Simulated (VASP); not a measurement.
# Sn (Fd-3m) in VASP: further runs

Runs on Sn. Level: PBE. Tasks: single point.

Program: VASP 6.6.1. These are calculated values, not measurements. Logs are shortened: lines on timing, memory, paths and dates and some standing lists are left out, and cuts for length are marked.

## Step 1: The cell of the first run

It takes space group Fd-3m (No. 227, cubic). The conventional cell has a = 6.335 Å, b = 6.335 Å, c = 6.335 Å, α = 90.00°, β = 90.00°, γ = 90.00°. Within 3.6 Å of Sn (site symmetry -43m) lie 4 Sn at 2.74 Å.

## Step 2: Single point, PBE

The input, INCAR:

```
SYSTEM = Sn
  PREC = Accurate
  ENCUT = 520
  EDIFF = 1E-7
  ISMEAR = -1
  SIGMA = 0.15
  LREAL = .False.
  LASPH = .True.
  NELM = 80
  ALGO = Normal
  ISIF = 2
  LWAVE = .False.
  LCHARG = .False.
  GGA = PE
  NBANDS = 21
```

The input, KPOINTS:

```
regular mesh
0
Gamma
  6 6 6
  0 0 0
```

The input, POSCAR:

```
Sn
1.0
    0.0000000000      3.1673378875      3.1673378875
    3.1673378875      0.0000000000      3.1673378875
    3.1673378875      3.1673378875      0.0000000000
Sn
2
Direct
    0.0000000000      0.0000000000      0.0000000000
    0.2500000000      0.2500000000      0.2500000000
```

Potentials or basis: VASP PAW PBE potentials, release 64 (Sn_d).

Started as:

```sh
$ cat potpaw_PBE.64/Sn_d/POTCAR > POTCAR
$ mpirun -np 1 vasp_std > vasp.out
```

OUTCAR:

```text
SYSTEM = Sn
   PREC = Accurate
   ENCUT = 520
   EDIFF = 1E-7
   ISMEAR = -1
   LREAL = .False.
   LASPH = .True.
   NELM = 80
   ISIF = 2
   GGA = PE

 ion  position               nearest neighbor table
   1  0.000  0.000  0.000-   2 2.74   2 2.74   2 2.74   2 2.74
   2  0.250  0.250  0.250-   1 2.74   1 2.74   1 2.74   1 2.74

  LATTYP: Found a face centered cubic cell.
 ALAT       =     6.3346757750

  Lattice vectors:

 A1 = (   0.0000000000,   3.1673378875,   3.1673378875)
 A2 = (   3.1673378875,   0.0000000000,   3.1673378875)
 A3 = (   3.1673378875,   3.1673378875,   0.0000000000)

Analysis of symmetry for initial positions (statically):
=====================================================================
 Subroutine PRICEL returns:
 Original cell was already a primitive cell.

 Routine SETGRP: Setting up the symmetry group for a
 face centered cubic supercell.

 Subroutine GETGRP returns: Found 48 space group operations
 (whereof 24 operations were pure point group operations)
 out of a pool of 48 trial point group operations.

The static configuration has the point symmetry T_d .
 The point group associated with its full space group is O_h .

Analysis of symmetry for dynamics (positions and initial velocities):
=====================================================================
 Subroutine PRICEL returns:
 Original cell was already a primitive cell.

 Routine SETGRP: Setting up the symmetry group for a
 face centered cubic supercell.

 Subroutine GETGRP returns: Found 48 space group operations
 (whereof 24 operations were pure point group operations)
 out of a pool of 48 trial point group operations.

The dynamic configuration has the point symmetry T_d .
 The point group associated with its full space group is O_h .

 Subroutine INISYM returns: Found 48 space group operations
 (whereof 24 operations are pure point group operations),
 and found     1 'primitive' translations

----------------------------------------------------------------------------------------

                                     Primitive cell

  volume of cell :      63.5497

  direct lattice vectors                    reciprocal lattice vectors
     0.000000000  3.167337888  3.167337888    -0.157861276  0.157861276  0.157861276
     3.167337888  0.000000000  3.167337888     0.157861276 -0.157861276  0.157861276
     3.167337888  3.167337888  0.000000000     0.157861276  0.157861276 -0.157861276

  length of vectors
     4.479292197  4.479292197  4.479292197     0.273423750  0.273423750  0.273423750

  position of ions in fractional coordinates (direct lattice)
     0.000000000  0.000000000  0.000000000
     0.250000000  0.250000000  0.250000000

  ion indices of the primitive-cell ions
   primitive index   ion index
                 1           1
                 2           2

----------------------------------------------------------------------------------------

 KPOINTS: regular mesh

Automatic generation of k-mesh.
 Grid dimensions read from file:
 generate k-points for:    6    6    6

 Generating k-lattice:

  Cartesian coordinates                     Fractional coordinates (reciprocal lattice)
    -0.026310213  0.026310213  0.026310213     0.166666667  0.000000000  0.000000000
     0.026310213 -0.026310213  0.026310213     0.000000000  0.166666667  0.000000000
     0.026310213  0.026310213 -0.026310213     0.000000000  0.000000000  0.166666667

  Length of vectors
     0.045570625  0.045570625  0.045570625

  Shift w.r.t. Gamma in fractional coordinates (k-lattice)
     0.000000000  0.000000000  0.000000000

 Subroutine IBZKPT returns following result:
 ===========================================

 Found     16 irreducible k-points:

 Following reciprocal coordinates:
            Coordinates               Weight
  0.000000  0.000000  0.000000      1.000000
  0.166667  0.000000  0.000000      8.000000
  0.333333  0.000000  0.000000      8.000000
  0.500000  0.000000  0.000000      4.000000
  0.166667  0.166667  0.000000      6.000000
  0.333333  0.166667  0.000000     24.000000
[... 8 lines left out ...]
 -0.333333  0.333333  0.166667     24.000000
 -0.333333  0.500000  0.166667     12.000000
   k-points           NKPTS =     16   k-points in BZ     NKDIM =     16   number of bands    NBANDS=     21
   number of dos      NEDOS =    301   number of ions     NIONS =      2
   total plane-waves  NPLWV =  46656
   dimension x,y,z NGX =    36 NGY =   36 NGZ =   36
   dimension x,y,z NGXF=    72 NGYF=   72 NGZF=   72
   ions per type =               2
   NGX,Y,Z   is equivalent  to a cutoff of  13.36, 13.36, 13.36 a.u.
   NGXF,Y,Z  is equivalent  to a cutoff of  26.72, 26.72, 26.72 a.u.
 SYSTEM =  Sn
   PREC   = accura    normal or accurate (medium, high low for compatibility)
   ISTART =      0    job   : 0-new  1-cont  2-samecut
   ICHARG =      2    charge: 1-file 2-atom 10-const
   ISPIN  =      1    spin polarized calculation?
   LNONCOLLINEAR =      F non collinear calculations
   LSORBIT =      F    spin-orbit coupling
   LASPH  =      T    aspherical Exc in radial PAW
   ENCUT  =  520.0 eV  38.22 Ry    6.18 a.u.   8.33  8.33  8.33*2*pi/ulx,y,z
   NELM   =     80;   NELMIN=  2; NELMDL= -5     # of ELM steps
   EDIFF  = 0.1E-06   stopping-criterion for ELM
   LREAL  =      F    real-space projection
   EDIFFG = 0.1E-05   stopping-criterion for IOM
   NSW    =      0    number of steps for IOM
   IBRION =     -1    ionic relax: 0-MD 1-quasi-New 2-CG
   NFREE  =      0    steps in history (QN), initial steepest desc. (CG)
   ISIF   =      2    stress and relaxation
   ISYM   =      2    0-nonsym 1-usesym 2-fastsym
   POTIM  = 0.5000    time-step for ionic-motion
   TEBEG  =    0.0;   TEEND  =   0.0 temperature during run
   PSTRESS=    0.0 pullay stress
   NELECT =      28.0000    total number of electrons
   NUPDOWN=      -1.0000    fix difference up-down
   EMIN   =  10.00;   EMAX   =-10.00  energy-range for DOS
   EFERMI =   0.00;   METHOD = LEGACY
   ISMEAR =    -1;   SIGMA  =   0.15  broadening in eV -4-tet -1-fermi 0-gaus
   EFERMI_NEDOS =   21; number of points for ismear=-14 and -15
   IALGO  =     38    algorithm
   IMIX   =      4    mixing-type and parameters
     AMIX     =   0.40;   BMIX     =  1.00
     AMIX_MAG =   1.60;   BMIX_MAG =  1.00
  volume/ion in A,a.u.               =      31.77       214.43
  Fermi-wavevector in a.u.,A,eV,Ry     =   1.245728  2.354084 21.114030  1.551837
  Thomas-Fermi vector in A             =   2.379937
   LORBIT       =      0    0 simple, 1 ext, 2 COOP (PROOUT), +10 PAW based schemes
   GGA     = PE    functional components
   LHFCALC =     F    Hartree Fock is set to
   AEXX    =    0.0000 exact exchange contribution
   IVDW    =     0    specifies the selected vdW correction
   LEPSILON=     F    determine dielectric tensor
   LRPA    =     F    only Hartree local field effects (RPA)
 non-spin polarized calculation
  energy-cutoff  :      520.00
  volume of cell :       63.55
 maximum number of plane-waves:      1724
 NGX is ok and might be reduce to    36
   NGX = 17   NGY = 17   NGZ = 17

 number of electron      28.0000001 magnetization

 Free energy of the ion-electron system (eV)
  ---------------------------------------------------
  ext. energy  EPLUGINS =         0.00000000
  ---------------------------------------------------
  free energy    TOTEN  =        -7.45733441 eV

  energy without entropy =       -7.43748947  energy(sigma->0) =       -7.44741194

 E-fermi :   6.4603     XC(G=0):  -9.1948

 val. band max:        6.3281506683   @ k =   0.0000   0.0000   0.0000
 cond. band min:       6.5351725651   @ k =   0.0000   0.0000   0.0000
 fundamental gap:      0.2070218968
 Fermi energy:         6.4603188736

 k-point     1 :       0.0000    0.0000    0.0000
  band No.  band energies     occupation
      1     -15.3981      2.00000
      2     -15.3981      2.00000
      3     -15.3981      2.00000
      4     -15.3279      2.00000
      5     -15.3279      2.00000
      6     -14.9542      2.00000
[... 13 lines left out ...]
     20      14.5843      0.00000
     21      14.5843      0.00000

 k-point     2 :       0.1667    0.0000    0.0000
  band No.  band energies     occupation
      1     -15.4181      2.00000
      2     -15.4181      2.00000
      3     -15.3907      2.00000
      4     -15.2987      2.00000
      5     -15.2987      2.00000
      6     -14.9870      2.00000
[... 13 lines left out ...]
     20      13.4077      0.00000
     21      13.4077      0.00000

 k-point     3 :       0.3333    0.0000    0.0000
  band No.  band energies     occupation
      1     -15.4367      2.00000
      2     -15.4367      2.00000
      3     -15.3753      2.00000
      4     -15.2646      2.00000
      5     -15.2646      2.00000
      6     -15.0138      2.00000
[... 13 lines left out ...]
     20      13.8917      0.00000
     21      13.8917      0.00000

 k-point     4 :       0.5000    0.0000    0.0000
  band No.  band energies     occupation
      1     -15.4416      2.00000
      2     -15.4416      2.00000
      3     -15.3673      2.00000
      4     -15.2544      2.00000
      5     -15.2544      2.00000
      6     -15.0204      2.00000
[... 13 lines left out ...]
     20      15.4497      0.00000
     21      15.4497      0.00000

 k-point     5 :       0.1667    0.1667    0.0000
  band No.  band energies     occupation
      1     -15.4153      2.00000
      2     -15.4153      2.00000
      3     -15.4106      2.00000
      4     -15.3011      2.00000
      5     -15.2650      2.00000
      6     -15.0462      2.00000
[... 13 lines left out ...]
     20      13.1957      0.00000
     21      14.8974      0.00000

 k-point     6 :       0.3333    0.1667    0.0000
  band No.  band energies     occupation
      1     -15.4494      2.00000
      2     -15.4339      2.00000
      3     -15.3777      2.00000
      4     -15.2654      2.00000
      5     -15.2205      2.00000
      6     -15.0918      2.00000
[... 13 lines left out ...]
     20      14.2842      0.00000
     21      14.9456      0.00000

 k-point     7 :       0.5000    0.1667    0.0000
  band No.  band energies     occupation
      1     -15.4697      2.00000
      2     -15.4478      2.00000
      3     -15.3368      2.00000
      4     -15.2318      2.00000
      5     -15.2179      2.00000
      6     -15.0846      2.00000
[... 13 lines left out ...]
     20      15.4705      0.00000
     21      15.5749      0.00000

 k-point     8 :      -0.3333    0.1667    0.0000
  band No.  band energies     occupation
      1     -15.4642      2.00000
      2     -15.4524      2.00000
      3     -15.3313      2.00000
      4     -15.2519      2.00000
      5     -15.2190      2.00000
      6     -15.0607      2.00000
[... 13 lines left out ...]
     20      13.9240      0.00000
     21      15.3893      0.00000

 k-point     9 :      -0.1667    0.1667    0.0000
  band No.  band energies     occupation
      1     -15.4415      2.00000
      2     -15.4356      2.00000
      3     -15.3694      2.00000
      4     -15.2821      2.00000
      5     -15.2522      2.00000
      6     -15.0365      2.00000
[... 13 lines left out ...]
     20      14.0015      0.00000
     21      14.2351      0.00000

 k-point    10 :       0.3333    0.3333    0.0000
  band No.  band energies     occupation
      1     -15.4456      2.00000
      2     -15.4456      2.00000
      3     -15.3844      2.00000
      4     -15.2280      2.00000
      5     -15.1777      2.00000
      6     -15.1495      2.00000
[... 13 lines left out ...]
     20      15.8461      0.00000
     21      16.1767      0.00000

 k-point    11 :       0.5000    0.3333    0.0000
  band No.  band energies     occupation
      1     -15.4744      2.00000
      2     -15.4563      2.00000
      3     -15.3259      2.00000
      4     -15.2118      2.00000
      5     -15.1822      2.00000
      6     -15.1140      2.00000
[... 13 lines left out ...]
     20      16.0478      0.00000
     21      16.6640      0.00000

 k-point    12 :      -0.3333    0.3333    0.0000
  band No.  band energies     occupation
      1     -15.4885      2.00000
      2     -15.4601      2.00000
      3     -15.2994      2.00000
      4     -15.1760      2.00000
      5     -15.1649      2.00000
      6     -15.1420      2.00000
[... 13 lines left out ...]
     20      13.9238      0.00000
     21      17.3357      0.00000

 k-point    13 :       0.5000    0.5000    0.0000
  band No.  band energies     occupation
      1     -15.4593      2.00000
      2     -15.4593      2.00000
      3     -15.3013      2.00000
      4     -15.3013      2.00000
      5     -15.1292      2.00000
      6     -15.1292      2.00000
[... 13 lines left out ...]
     20      16.3182      0.00000
     21      17.1839      0.00000

 k-point    14 :       0.5000    0.3333    0.1667
  band No.  band energies     occupation
      1     -15.4674      2.00000
      2     -15.4610      2.00000
      3     -15.3280      2.00000
      4     -15.2292      2.00000
      5     -15.1712      2.00000
      6     -15.1406      2.00000
[... 13 lines left out ...]
     20      14.8012      0.00000
     21      16.5871      0.00000

 k-point    15 :      -0.3333    0.3333    0.1667
  band No.  band energies     occupation
      1     -15.4844      2.00000
      2     -15.4666      2.00000
      3     -15.2888      2.00000
      4     -15.1973      2.00000
      5     -15.1599      2.00000
      6     -15.1458      2.00000
[... 13 lines left out ...]
     20      16.0983      0.00000
     21      16.3168      0.00000

 k-point    16 :      -0.3333    0.5000    0.1667
  band No.  band energies     occupation
      1     -15.4767      2.00000
      2     -15.4767      2.00000
      3     -15.2514      2.00000
      4     -15.2514      2.00000
      5     -15.1350      2.00000
      6     -15.1350      2.00000
[... 13 lines left out ...]
     20      15.9626      0.00000
     21      17.0403      0.00000

------------------------ aborting loop because EDIFF is reached ----------------------------------------

  FORCE on cell =-STRESS in cart. coord.  units (eV):
  Direction    XX          YY          ZZ          XY          YZ          ZX
  --------------------------------------------------------------------------------------
  -------------------------------------------------------------------------------------
  Total        3.0395295      3.0395295      3.0395295      0.0000000     -0.0000000      0.0000000
  in kB       76.6308704     76.6308704     76.6308704      0.0000000     -0.0000000      0.0000000
  external PRESSURE =      76.6308704 kB  Pullay stress =       0.0000000 kB

 VOLUME and BASIS-vectors are now :
 -----------------------------------------------------------------------------
  energy-cutoff  :      520.00
  volume of cell :       63.55
      direct lattice vectors                 reciprocal lattice vectors
     0.000000000  3.167337888  3.167337888    -0.157861276  0.157861276  0.157861276
     3.167337888  0.000000000  3.167337888     0.157861276 -0.157861276  0.157861276
     3.167337888  3.167337888  0.000000000     0.157861276  0.157861276 -0.157861276

 POSITION                                       TOTAL-FORCE (eV/Angst)
 -----------------------------------------------------------------------------------
      0.00000      0.00000      0.00000         0.000000      0.000000      0.000000
      1.58367      1.58367      1.58367        -0.000000     -0.000000     -0.000000
 -----------------------------------------------------------------------------------
    total drift:                                0.000000      0.000000      0.000000

  FREE ENERGIE OF THE ION-ELECTRON SYSTEM (eV)
  ---------------------------------------------------
  free  energy   TOTEN  =        -7.4573344135 eV

  energy  without entropy=       -7.4374894664  energy(sigma->0) =       -7.44741194
```

Wall time 21 s (1 thread of Intel Xeon 6975P-C, shared host); peak memory 0.2 GiB.

Results:

| Quantity | Value |
| --- | --- |
| Free energy | -7.4573 eV |
| Pressure | 7.7 GPa |
| Band gap on the k mesh | zero (filled and empty bands touch) |

Caveat: spin-orbit coupling is left out, which moves the levels of the heavy elements.

[end of part 1 of 2]
